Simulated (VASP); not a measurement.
# BiTe (Fm-3m) in VASP: further runs, part 2 of 2

VASP 6.6.1.

## Step 4: Single point, PBE+D4

This run uses another cell than the first one, of 32.98 Å³/atom, 1.020 times its volume.

INCAR reads:

```
ALGO = Normal
EDIFF = 1E-6
ENCUT = 520
GGA = PE
ISIF = 2
ISMEAR = -1
IVDW = 13
LASPH = True
LCHARG = False
LREAL = False
LWAVE = False
NBANDS = 18
NELM = 80
PREC = Accurate
SIGMA = 0.05
```

KPOINTS reads:

```
k-points
0
Gamma
  7 7 7
```

POSCAR reads:

```
BiTe
1.0
    0.0000000000      3.2070193561      3.2070193561
    3.2070193561      0.0000000000      3.2070193561
    3.2070193561      3.2070193561      0.0000000000
Bi Te
1 1
Direct
    0.0000000000      0.0000000000      0.0000000000
    0.5000000000      0.5000000000      0.5000000000
```

Potentials or basis: VASP PAW PBE potentials, release 64 (Bi_d, Te).

On the command line:

```
cat potpaw_PBE.64/Bi_d/POTCAR potpaw_PBE.64/Te/POTCAR > POTCAR
mpirun -np 1 vasp_std > vasp.out
```

OUTCAR:

```text
EDIFF = 1E-6
   ENCUT = 520
   GGA = PE
   ISIF = 2
   ISMEAR = -1
   IVDW = 13
   LASPH = True
   LREAL = False
   NELM = 80
   PREC = Accurate

 ion  position               nearest neighbor table
   1  0.000  0.000  0.000-   2 3.21   2 3.21   2 3.21   2 3.21   2 3.21   2 3.21
   2  0.500  0.500  0.500-   1 3.21   1 3.21   1 3.21   1 3.21   1 3.21   1 3.21

  LATTYP: Found a face centered cubic cell.
 ALAT       =     6.4140387122

  Lattice vectors:

 A1 = (   0.0000000000,   3.2070193561,   3.2070193561)
 A2 = (   3.2070193561,   0.0000000000,   3.2070193561)
 A3 = (   3.2070193561,   3.2070193561,   0.0000000000)

Analysis of symmetry for initial positions (statically):
=====================================================================
 Subroutine PRICEL returns:
 Original cell was already a primitive cell.

 Routine SETGRP: Setting up the symmetry group for a
 face centered cubic supercell.

 Subroutine GETGRP returns: Found 48 space group operations
 (whereof 48 operations were pure point group operations)
 out of a pool of 48 trial point group operations.

The static configuration has the point symmetry O_h .

Analysis of symmetry for dynamics (positions and initial velocities):
=====================================================================
 Subroutine PRICEL returns:
 Original cell was already a primitive cell.

 Routine SETGRP: Setting up the symmetry group for a
 face centered cubic supercell.

 Subroutine GETGRP returns: Found 48 space group operations
 (whereof 48 operations were pure point group operations)
 out of a pool of 48 trial point group operations.

The dynamic configuration has the point symmetry O_h .

 Subroutine INISYM returns: Found 48 space group operations
 (whereof 48 operations are pure point group operations),
 and found     1 'primitive' translations

----------------------------------------------------------------------------------------

                                     Primitive cell

  volume of cell :      65.9682

  direct lattice vectors                    reciprocal lattice vectors
     0.000000000  3.207019356  3.207019356    -0.155908008  0.155908008  0.155908008
     3.207019356  0.000000000  3.207019356     0.155908008 -0.155908008  0.155908008
     3.207019356  3.207019356  0.000000000     0.155908008  0.155908008 -0.155908008

  length of vectors
     4.535410268  4.535410268  4.535410268     0.270040591  0.270040591  0.270040591

  position of ions in fractional coordinates (direct lattice)
     0.000000000  0.000000000  0.000000000
     0.500000000  0.500000000  0.500000000

  ion indices of the primitive-cell ions
   primitive index   ion index
                 1           1
                 2           2

----------------------------------------------------------------------------------------

 KPOINTS: k-points

Automatic generation of k-mesh.
 Grid dimensions read from file:
 generate k-points for:    7    7    7

 Generating k-lattice:

  Cartesian coordinates                     Fractional coordinates (reciprocal lattice)
    -0.022272573  0.022272573  0.022272573     0.142857143  0.000000000  0.000000000
     0.022272573 -0.022272573  0.022272573     0.000000000  0.142857143  0.000000000
     0.022272573  0.022272573 -0.022272573     0.000000000  0.000000000  0.142857143

  Length of vectors
     0.038577227  0.038577227  0.038577227

  Shift w.r.t. Gamma in fractional coordinates (k-lattice)
     0.000000000  0.000000000  0.000000000

 Subroutine IBZKPT returns following result:
 ===========================================

 Found     20 irreducible k-points:

 Following reciprocal coordinates:
            Coordinates               Weight
  0.000000  0.000000  0.000000      1.000000
  0.142857  0.000000  0.000000      8.000000
  0.285714  0.000000  0.000000      8.000000
  0.428571  0.000000  0.000000      8.000000
  0.142857  0.142857  0.000000      6.000000
  0.285714  0.142857  0.000000     24.000000
[... 12 lines left out ...]
 -0.428571  0.428571  0.142857     24.000000
 -0.285714  0.428571  0.142857     24.000000
   k-points           NKPTS =     20   k-points in BZ     NKDIM =     20   number of bands    NBANDS=     18
   number of dos      NEDOS =    301   number of ions     NIONS =      2
   total plane-waves  NPLWV =  46656
   dimension x,y,z NGX =    36 NGY =   36 NGZ =   36
   dimension x,y,z NGXF=    72 NGYF=   72 NGZF=   72
   ions per type =               1   1
   NGX,Y,Z   is equivalent  to a cutoff of  13.20, 13.20, 13.20 a.u.
   NGXF,Y,Z  is equivalent  to a cutoff of  26.39, 26.39, 26.39 a.u.
 SYSTEM =  unknown system
   PREC   = accura    normal or accurate (medium, high low for compatibility)
   ISTART =      0    job   : 0-new  1-cont  2-samecut
   ICHARG =      2    charge: 1-file 2-atom 10-const
   ISPIN  =      1    spin polarized calculation?
   LNONCOLLINEAR =      F non collinear calculations
   LSORBIT =      F    spin-orbit coupling
   LASPH  =      T    aspherical Exc in radial PAW
   ENCUT  =  520.0 eV  38.22 Ry    6.18 a.u.   8.43  8.43  8.43*2*pi/ulx,y,z
   NELM   =     80;   NELMIN=  2; NELMDL= -5     # of ELM steps
   EDIFF  = 0.1E-05   stopping-criterion for ELM
   LREAL  =      F    real-space projection
   EDIFFG = 0.1E-04   stopping-criterion for IOM
   NSW    =      0    number of steps for IOM
   IBRION =     -1    ionic relax: 0-MD 1-quasi-New 2-CG
   NFREE  =      0    steps in history (QN), initial steepest desc. (CG)
   ISIF   =      2    stress and relaxation
   ISYM   =      2    0-nonsym 1-usesym 2-fastsym
   POTIM  = 0.5000    time-step for ionic-motion
   TEBEG  =    0.0;   TEEND  =   0.0 temperature during run
   PSTRESS=    0.0 pullay stress
   NELECT =      21.0000    total number of electrons
   NUPDOWN=      -1.0000    fix difference up-down
   EMIN   =  10.00;   EMAX   =-10.00  energy-range for DOS
   EFERMI =   0.00;   METHOD = LEGACY
   ISMEAR =    -1;   SIGMA  =   0.05  broadening in eV -4-tet -1-fermi 0-gaus
   EFERMI_NEDOS =   21; number of points for ismear=-14 and -15
   IALGO  =     38    algorithm
   IMIX   =      4    mixing-type and parameters
     AMIX     =   0.40;   BMIX     =  1.00
     AMIX_MAG =   1.60;   BMIX_MAG =  1.00
  volume/ion in A,a.u.               =      32.98       222.59
  Fermi-wavevector in a.u.,A,eV,Ry     =   1.117814  2.112363 17.000601  1.249509
  Thomas-Fermi vector in A             =   2.254440
   LORBIT       =      0    0 simple, 1 ext, 2 COOP (PROOUT), +10 PAW based schemes
   GGA     = PE    functional components
   LHFCALC =     F    Hartree Fock is set to
   AEXX    =    0.0000 exact exchange contribution
   IVDW    =    13    specifies the selected vdW correction
   LEPSILON=     F    determine dielectric tensor
   LRPA    =     F    only Hartree local field effects (RPA)
 non-spin polarized calculation
  energy-cutoff  :      520.00
  volume of cell :       65.97
 maximum number of plane-waves:      1807
 NGX is ok and might be reduce to    36
   NGX = 17   NGY = 17   NGZ = 17

 number of electron      21.0000005 magnetization

 Free energy of the ion-electron system (eV)
  ---------------------------------------------------
  ext. energy  EPLUGINS =         0.00000000
  ---------------------------------------------------
  free energy    TOTEN  =        -7.14032140 eV

  energy without entropy =       -7.11886894  energy(sigma->0) =       -7.12959517

 E-fermi :   7.0183     XC(G=0):  -9.5483

 val. band max:        7.0180895077   @ k =  -0.4286   0.1429   0.0000
 cond. band min:       7.0320839885   @ k =   0.1429   0.1429   0.0000
 fundamental gap:      0.0139944808
 Fermi energy:         7.0183131885

 k-point     1 :       0.0000    0.0000    0.0000
  band No.  band energies     occupation
      1     -16.1898      2.00000
      2     -16.1898      2.00000
      3     -16.1858      2.00000
      4     -16.1858      2.00000
      5     -16.1858      2.00000
      6      -6.7317      2.00000
[... 10 lines left out ...]
     17      13.2170      0.00000
     18      13.4618      0.00000
[... 379 lines left out ...]
 k-point    20 :      -0.2857    0.4286    0.1429
  band No.  band energies     occupation
      1     -16.2006      2.00000
      2     -16.1897      2.00000
      3     -16.1833      2.00000
      4     -16.1802      2.00000
      5     -16.1747      2.00000
      6      -4.3722      2.00000
[... 10 lines left out ...]
     17      16.4597      0.00000
     18      17.3444      0.00000

------------------------ aborting loop because EDIFF is reached ----------------------------------------

  DFT-D4 for vdW energy calculation

  Edisp (eV):   -1.01231

  FORCE on cell =-STRESS in cart. coord.  units (eV):
  Direction    XX          YY          ZZ          XY          YZ          ZX
  --------------------------------------------------------------------------------------
  -------------------------------------------------------------------------------------
  Total      -0.04367    -0.04367    -0.04367     0.00000     0.00000     0.00000
  in kB      -1.06065    -1.06065    -1.06065     0.00000     0.00000     0.00000
  external pressure =       -1.06 kB  Pullay stress =        0.00 kB

 VOLUME and BASIS-vectors are now :
 -----------------------------------------------------------------------------
  energy-cutoff  :      520.00
  volume of cell :       65.97
      direct lattice vectors                 reciprocal lattice vectors
     0.000000000  3.207019356  3.207019356    -0.155908008  0.155908008  0.155908008
     3.207019356  0.000000000  3.207019356     0.155908008 -0.155908008  0.155908008
     3.207019356  3.207019356  0.000000000     0.155908008  0.155908008 -0.155908008

 POSITION                                       TOTAL-FORCE (eV/Angst)
 -----------------------------------------------------------------------------------
      0.00000      0.00000      0.00000         0.000000      0.000000      0.000000
      3.20702      3.20702      3.20702         0.000000      0.000000      0.000000
 -----------------------------------------------------------------------------------
    total drift:                               -0.000000      0.000000      0.000000

  FREE ENERGIE OF THE ION-ELECTRON SYSTEM (eV)
  ---------------------------------------------------
  free  energy   TOTEN  =        -8.1526274019 eV

  energy  without entropy=       -8.1311749429  energy(sigma->0) =       -8.14190117
```

Wall time 22 s (1 thread of Intel Xeon Platinum 8175M at 2.50GHz (Skylake/Cascade Lake), shared host); peak memory 0.21 GiB.

What came out:

```yaml
Free_energy: -8.1526 eV
Pressure: -0.1 GPa
Dispersion_energy_per_atom: -0.506 eV
```

Caveat: spin-orbit coupling is left out, which moves the levels of the heavy elements; pairwise dispersion overbinds metals, which lowers pressure and volume.

## Step 5: The runs side by side

```csv
level,cell,gap on the mesh (eV),pressure (GPa)
revPBE+D3(BJ),"a = 4.505 Å, angles 60.0°, 2 atoms",none,-0.1
PBE+D3(BJ),"a = 4.536 Å, angles 60.0°, 2 atoms",none,-0.1
PBE+D4,"a = 4.535 Å, angles 60.0°, 2 atoms",none,-0.1
```

Alike in all rows: task single point; potentials or basis VASP PAW PBE potentials, release 64 (Bi_d, Te); no spin polarisation; k mesh 7 × 7 × 7; cutoff (eV) 520; smearing fermi-dirac 0.05 eV.

Caveats: spin-orbit coupling is left out, which moves the levels of the heavy elements; pairwise dispersion overbinds metals, which lowers pressure and volume; the PAW data sets were made with another functional, which shifts forces and pressure a little (some runs).

Absolute energies hang on the potentials; compare differences alone.
